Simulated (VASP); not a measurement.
# TePb (Fm-3m) in VASP: a series of runs

TePb is run at these levels: BLYP, BLYP+D3(BJ); tasks: single point, relaxation of cell and atoms.

Everything below comes from runs of VASP 6.6.1. Logs are shortened: lines on timing, memory, paths and dates and some standing lists are left out, and cuts for length are marked.

## Step 1: The cell of the first run

Symmetry: Fm-3m, No. 225, cubic system. Conventional cell: a = 6.736 Å, b = 6.736 Å, c = 6.736 Å, α = 90.00°, β = 90.00°, γ = 90.00°. Within 4.4 Å of Pb (site symmetry m-3m) lie 6 Te at 3.37 Å. Within 4.4 Å of Te (site symmetry m-3m) lie 6 Pb at 3.37 Å.

## Step 2: Single point, BLYP

The input, INCAR:

```
AGGAC = 1.0
AGGAX = 1.0
ALDAC = 0.0
ALDAX = 1.0
ALGO = Normal
EDIFF = 1E-6
ENCUT = 520
GGA = B5
ISIF = 2
ISMEAR = -1
LASPH = T
LCHARG = F
LREAL = F
LWAVE = F
NBANDS = 17
NELM = 80
PREC = Accurate
SIGMA = 0.05
```

The input, KPOINTS:

```
k-points
0
Gamma
  7 7 7
```

The input, POSCAR:

```
TePb
1.0
    0.0000000000      3.3681590750      3.3681590750
    3.3681590750      0.0000000000      3.3681590750
    3.3681590750      3.3681590750      0.0000000000
Pb Te
1 1
Direct
    0.0000000000      0.0000000000      0.0000000000
    0.5000000000      0.5000000000      0.5000000000
```

Potentials or basis: VASP PAW PBE potentials, release 64 (Pb_d, Te).

Started as:

```bash
> cat potpaw_PBE.64/Pb_d/POTCAR potpaw_PBE.64/Te/POTCAR > POTCAR
> mpirun -np 1 vasp_std > vasp.out
```

OUTCAR:

```text
EDIFF = 1E-6
   ENCUT = 520
   GGA = B5
   ISIF = 2
   ISMEAR = -1
   LASPH = T
   LREAL = F
   NELM = 80
   PREC = Accurate

 ion  position               nearest neighbor table
   1  0.000  0.000  0.000-   2 3.37   2 3.37   2 3.37   2 3.37   2 3.37   2 3.37
   2  0.500  0.500  0.500-   1 3.37   1 3.37   1 3.37   1 3.37   1 3.37   1 3.37

  LATTYP: Found a face centered cubic cell.
 ALAT       =     6.7363181500

  Lattice vectors:

 A1 = (   0.0000000000,   3.3681590750,   3.3681590750)
 A2 = (   3.3681590750,   0.0000000000,   3.3681590750)
 A3 = (   3.3681590750,   3.3681590750,   0.0000000000)

Analysis of symmetry for initial positions (statically):
=====================================================================
 Subroutine PRICEL returns:
 Original cell was already a primitive cell.

 Routine SETGRP: Setting up the symmetry group for a
 face centered cubic supercell.

 Subroutine GETGRP returns: Found 48 space group operations
 (whereof 48 operations were pure point group operations)
 out of a pool of 48 trial point group operations.

The static configuration has the point symmetry O_h .

Analysis of symmetry for dynamics (positions and initial velocities):
=====================================================================
 Subroutine PRICEL returns:
 Original cell was already a primitive cell.

 Routine SETGRP: Setting up the symmetry group for a
 face centered cubic supercell.

 Subroutine GETGRP returns: Found 48 space group operations
 (whereof 48 operations were pure point group operations)
 out of a pool of 48 trial point group operations.

The dynamic configuration has the point symmetry O_h .

 Subroutine INISYM returns: Found 48 space group operations
 (whereof 48 operations are pure point group operations),
 and found     1 'primitive' translations

----------------------------------------------------------------------------------------

                                     Primitive cell

  volume of cell :      76.4201

  direct lattice vectors                    reciprocal lattice vectors
     0.000000000  3.368159075  3.368159075    -0.148449046  0.148449046  0.148449046
     3.368159075  0.000000000  3.368159075     0.148449046 -0.148449046  0.148449046
     3.368159075  3.368159075  0.000000000     0.148449046  0.148449046 -0.148449046

  length of vectors
     4.763296244  4.763296244  4.763296244     0.257121289  0.257121289  0.257121289

  position of ions in fractional coordinates (direct lattice)
     0.000000000  0.000000000  0.000000000
     0.500000000  0.500000000  0.500000000

  ion indices of the primitive-cell ions
   primitive index   ion index
                 1           1
                 2           2

----------------------------------------------------------------------------------------

 KPOINTS: k-points

Automatic generation of k-mesh.
 Grid dimensions read from file:
 generate k-points for:    7    7    7

 Generating k-lattice:

  Cartesian coordinates                     Fractional coordinates (reciprocal lattice)
    -0.021207007  0.021207007  0.021207007     0.142857143  0.000000000  0.000000000
     0.021207007 -0.021207007  0.021207007     0.000000000  0.142857143  0.000000000
     0.021207007  0.021207007 -0.021207007     0.000000000  0.000000000  0.142857143

  Length of vectors
     0.036731613  0.036731613  0.036731613

  Shift w.r.t. Gamma in fractional coordinates (k-lattice)
     0.000000000  0.000000000  0.000000000

 Subroutine IBZKPT returns following result:
 ===========================================

 Found     20 irreducible k-points:

 Following reciprocal coordinates:
            Coordinates               Weight
  0.000000  0.000000  0.000000      1.000000
  0.142857  0.000000  0.000000      8.000000
  0.285714  0.000000  0.000000      8.000000
  0.428571  0.000000  0.000000      8.000000
  0.142857  0.142857  0.000000      6.000000
  0.285714  0.142857  0.000000     24.000000
[... 12 lines left out ...]
 -0.428571  0.428571  0.142857     24.000000
 -0.285714  0.428571  0.142857     24.000000
   k-points           NKPTS =     20   k-points in BZ     NKDIM =     20   number of bands    NBANDS=     17
   number of dos      NEDOS =    301   number of ions     NIONS =      2
   total plane-waves  NPLWV =  46656
   dimension x,y,z NGX =    36 NGY =   36 NGZ =   36
   dimension x,y,z NGXF=    72 NGYF=   72 NGZF=   72
   ions per type =               1   1
   NGX,Y,Z   is equivalent  to a cutoff of  12.56, 12.56, 12.56 a.u.
   NGXF,Y,Z  is equivalent  to a cutoff of  25.13, 25.13, 25.13 a.u.
 SYSTEM =  unknown system
   PREC   = accura    normal or accurate (medium, high low for compatibility)
   ISTART =      0    job   : 0-new  1-cont  2-samecut
   ICHARG =      2    charge: 1-file 2-atom 10-const
   ISPIN  =      1    spin polarized calculation?
   LNONCOLLINEAR =      F non collinear calculations
   LSORBIT =      F    spin-orbit coupling
   LASPH  =      T    aspherical Exc in radial PAW
   ENCUT  =  520.0 eV  38.22 Ry    6.18 a.u.   8.86  8.86  8.86*2*pi/ulx,y,z
   NELM   =     80;   NELMIN=  2; NELMDL= -5     # of ELM steps
   EDIFF  = 0.1E-05   stopping-criterion for ELM
   LREAL  =      F    real-space projection
   EDIFFG = 0.1E-04   stopping-criterion for IOM
   NSW    =      0    number of steps for IOM
   IBRION =     -1    ionic relax: 0-MD 1-quasi-New 2-CG
   NFREE  =      0    steps in history (QN), initial steepest desc. (CG)
   ISIF   =      2    stress and relaxation
   ISYM   =      2    0-nonsym 1-usesym 2-fastsym
   POTIM  = 0.5000    time-step for ionic-motion
   TEBEG  =    0.0;   TEEND  =   0.0 temperature during run
   PSTRESS=    0.0 pullay stress
   NELECT =      20.0000    total number of electrons
   NUPDOWN=      -1.0000    fix difference up-down
   EMIN   =  10.00;   EMAX   =-10.00  energy-range for DOS
   EFERMI =   0.00;   METHOD = LEGACY
   ISMEAR =    -1;   SIGMA  =   0.05  broadening in eV -4-tet -1-fermi 0-gaus
   EFERMI_NEDOS =   21; number of points for ismear=-14 and -15
   IALGO  =     38    algorithm
   IMIX   =      4    mixing-type and parameters
     AMIX     =   0.40;   BMIX     =  1.00
     AMIX_MAG =   1.60;   BMIX_MAG =  1.00
  volume/ion in A,a.u.               =      38.21       257.85
  Fermi-wavevector in a.u.,A,eV,Ry     =   1.047166  1.978857 14.919561  1.096557
  Thomas-Fermi vector in A             =   2.182035
   LORBIT       =      0    0 simple, 1 ext, 2 COOP (PROOUT), +10 PAW based schemes
   GGA     = B5    functional components
   LHFCALC =     F    Hartree Fock is set to
   AEXX    =    0.0000 exact exchange contribution
   IVDW    =     0    specifies the selected vdW correction
   LEPSILON=     F    determine dielectric tensor
   LRPA    =     F    only Hartree local field effects (RPA)
 non-spin polarized calculation
  energy-cutoff  :      520.00
  volume of cell :       76.42
 maximum number of plane-waves:      2085
   NGX = 17   NGY = 17   NGZ = 17

 number of electron      20.0000001 magnetization

 Free energy of the ion-electron system (eV)
  ---------------------------------------------------
  ext. energy  EPLUGINS =         0.00000000
  ---------------------------------------------------
  free energy    TOTEN  =        -6.39351635 eV

  energy without entropy =       -6.39351575  energy(sigma->0) =       -6.39351605

 E-fermi :   5.1159     XC(G=0):  -8.1744

 val. band max:        4.4921385646   @ k =   0.4286   0.0000   0.0000
 cond. band min:       5.6945024932   @ k =   0.4286   0.0000   0.0000
 fundamental gap:      1.2023639286
 Fermi energy:         5.1158871149

 k-point     1 :       0.0000    0.0000    0.0000
  band No.  band energies     occupation
      1     -12.0195      2.00000
      2     -12.0195      2.00000
      3     -12.0140      2.00000
      4     -12.0140      2.00000
      5     -12.0140      2.00000
      6      -6.5344      2.00000
[... 9 lines left out ...]
     16      10.8098      0.00000
     17      12.0275      0.00000

 k-point     2 :       0.1429    0.0000    0.0000
  band No.  band energies     occupation
      1     -12.0207      2.00000
      2     -12.0207      2.00000
      3     -12.0135      2.00000
      4     -12.0123      2.00000
      5     -12.0123      2.00000
      6      -6.3907      2.00000
[... 9 lines left out ...]
     16      11.1422      0.00000
     17      13.0754      0.00000

 k-point     3 :       0.2857    0.0000    0.0000
  band No.  band energies     occupation
      1     -12.0240      2.00000
      2     -12.0240      2.00000
      3     -12.0127      2.00000
      4     -12.0080      2.00000
      5     -12.0080      2.00000
      6      -5.9909      2.00000
[... 9 lines left out ...]
     16      12.0668      0.00000
     17      14.8995      0.00000

 k-point     4 :       0.4286    0.0000    0.0000
  band No.  band energies     occupation
      1     -12.0268      2.00000
      2     -12.0268      2.00000
      3     -12.0120      2.00000
      4     -12.0044      2.00000
      5     -12.0044      2.00000
      6      -5.5049      2.00000
[... 9 lines left out ...]
     16      13.4431      0.00000
     17      14.3663      0.00000
[... 263 lines left out ...]
      1     -12.0353      2.00000
      2     -12.0220      2.00000
      3     -12.0109      2.00000
      4     -12.0065      2.00000
      5     -12.0022      2.00000
      6      -5.3192      2.00000
[... 9 lines left out ...]
     16      14.0875      0.00000
     17      14.8229      0.00000

 k-point    19 :      -0.4286    0.4286    0.1429
  band No.  band energies     occupation
      1     -12.0437      2.00000
      2     -12.0171      2.00000
      3     -12.0154      2.00000
      4     -12.0032      2.00000
      5     -11.9998      2.00000
      6      -5.2612      2.00000
[... 9 lines left out ...]
     16      14.5645      0.00000
     17      15.5276      0.00000

 k-point    20 :      -0.2857    0.4286    0.1429
  band No.  band energies     occupation
      1     -12.0405      2.00000
      2     -12.0200      2.00000
      3     -12.0111      2.00000
      4     -12.0071      2.00000
      5     -11.9998      2.00000
      6      -5.1664      2.00000
[... 9 lines left out ...]
     16      14.9709      0.00000
     17      15.1251      0.00000

------------------------ aborting loop because EDIFF is reached ----------------------------------------

  FORCE on cell =-STRESS in cart. coord.  units (eV):
  Direction    XX          YY          ZZ          XY          YZ          ZX
  --------------------------------------------------------------------------------------
  -------------------------------------------------------------------------------------
  Total        0.0344875      0.0344875      0.0344875     -0.0000000     -0.0000000     -0.0000000
  in kB        0.7230436      0.7230436      0.7230436     -0.0000000     -0.0000000     -0.0000000
  external PRESSURE =       0.7230436 kB  Pullay stress =       0.0000000 kB

 VOLUME and BASIS-vectors are now :
 -----------------------------------------------------------------------------
  energy-cutoff  :      520.00
  volume of cell :       76.42
      direct lattice vectors                 reciprocal lattice vectors
     0.000000000  3.368159075  3.368159075    -0.148449046  0.148449046  0.148449046
     3.368159075  0.000000000  3.368159075     0.148449046 -0.148449046  0.148449046
     3.368159075  3.368159075  0.000000000     0.148449046  0.148449046 -0.148449046

 POSITION                                       TOTAL-FORCE (eV/Angst)
 -----------------------------------------------------------------------------------
      0.00000      0.00000      0.00000         0.000000      0.000000      0.000000
      3.36816      3.36816      3.36816         0.000000      0.000000     -0.000000
 -----------------------------------------------------------------------------------
    total drift:                               -0.000000      0.000000      0.000000

  FREE ENERGIE OF THE ION-ELECTRON SYSTEM (eV)
  ---------------------------------------------------
  free  energy   TOTEN  =        -6.3935163538 eV

  energy  without entropy=       -6.3935157506  energy(sigma->0) =       -6.39351605
```

It took 20 s on 1 thread of Intel Xeon Platinum 8559C (Emerald Rapids), shared host; peak memory 0.2 GiB.

What came out:

| Item | Value |
| --- | --- |
| Free energy | -6.3935 eV |
| Pressure | 0.1 GPa |

Caveat: this odd mesh misses L, where the gap lies, so gap, dielectric constants and Born charges aren't listed; the PAW data sets were made with another functional, which shifts forces and pressure a little; spin-orbit coupling is left out, which moves the levels of the heavy elements.

## Step 3: Relaxation of cell and atoms, BLYP+D3(BJ)

This run uses another cell than the first one, of 33.73 Å³/atom, 0.883 times its volume.

The input, INCAR:

```
SYSTEM = TePb
PREC = Accurate
ENCUT = 600
EDIFF = 1E-6
ISMEAR = -1
SIGMA = 0.05
LREAL = .False.
LASPH = .True.
NELM = 60
ALGO = Normal
ISIF = 3
LWAVE = .False.
LCHARG = .False.
GGA = B5
ALDAX = 1.0
AGGAX = 1.0
AGGAC = 1.0
ALDAC = 0.0
IVDW = 12
VDW_S6 = 1.0
VDW_S8 = 2.6996
VDW_A1 = 0.4298
VDW_A2 = 4.2359
IBRION = 2
NSW = 80
EDIFFG = -0.01
```

The input, KPOINTS:

```
Automatic mesh
0
Gamma
  7 7 7
  0 0 0
```

The input, POSCAR:

```
TePb
1.0
    0.0000000000      3.2310000000      3.2310000000
    3.2310000000      0.0000000000      3.2310000000
    3.2310000000      3.2310000000      0.0000000000
Pb Te
1 1
Direct
    0.0000000000      0.0000000000      0.0000000000
    0.5000000000      0.5000000000      0.5000000000
```

Potentials or basis: VASP PAW PBE potentials, release 64 (Pb_d, Te).

Started as:

```bash
> cat potpaw_PBE.64/Pb_d/POTCAR potpaw_PBE.64/Te/POTCAR > POTCAR
> mpirun -np 1 vasp_std > vasp.out
```

Wall time 59 s (1 thread of Intel Xeon Platinum 8559C (Emerald Rapids), shared host); peak memory 0.25 GiB.

Results (log left out):

| Property | Result |
| --- | --- |
| Free energy | -8.1766 eV |
| Relaxed volume | 34.31 Å³/atom |
| Relaxed cell | a = 4.596 Å, b = 4.596 Å, c = 4.596 Å, α = 60.00°, β = 60.00°, γ = 60.00° |
| Space group after relaxing (to 0.05 Å) | Fm-3m (No. 225) |
| Energy gained by relaxing | 1.3 meV/atom |
| Ionic steps | 3 |
| Pressure after relaxing | 0.0 GPa |
| Dispersion energy per atom | -0.944 eV |

Step by step:
| step | energy change (eV) | largest force (eV/Å) | pressure (GPa) | volume (Å³) |
| --- | --- | --- | --- | --- |
| 1 | 0.0000 | 0.0000 | 0.72 | 67.46 |
| 2 | -0.0024 | 0.0000 | -0.18 | 68.95 |
| 3 | -0.0026 | 0.0000 | -0.01 | 68.63 |

Final structure:
```
Pb Te
1.0
     0.00000    3.24956    3.24956
     3.24956    0.00000    3.24956
     3.24956    3.24956    0.00000
Pb Te
1 1
Direct
  0.00000 0.00000 0.00000
  0.50000 0.50000 0.50000
```

Levels at points of the mesh, in eV from the Fermi level:
| k point | band 7 | band 8 | band 9 | band 10 | band 11 | band 12 | band 13 | band 14 |
| --- | --- | --- | --- | --- | --- | --- | --- | --- |
| (0.00, 0.00, 0.00) | -6.23 | -1.77 | -1.77 | -1.77 | 3.50 | 3.50 | 3.50 | 5.57 |

Caveat: this odd mesh misses L, where the gap lies, so gap, dielectric constants and Born charges aren't listed; the PAW data sets were made with another functional, which shifts forces and pressure a little; spin-orbit coupling is left out, which moves the levels of the heavy elements. Zero-point motion and thermal expansion aren't in these numbers.
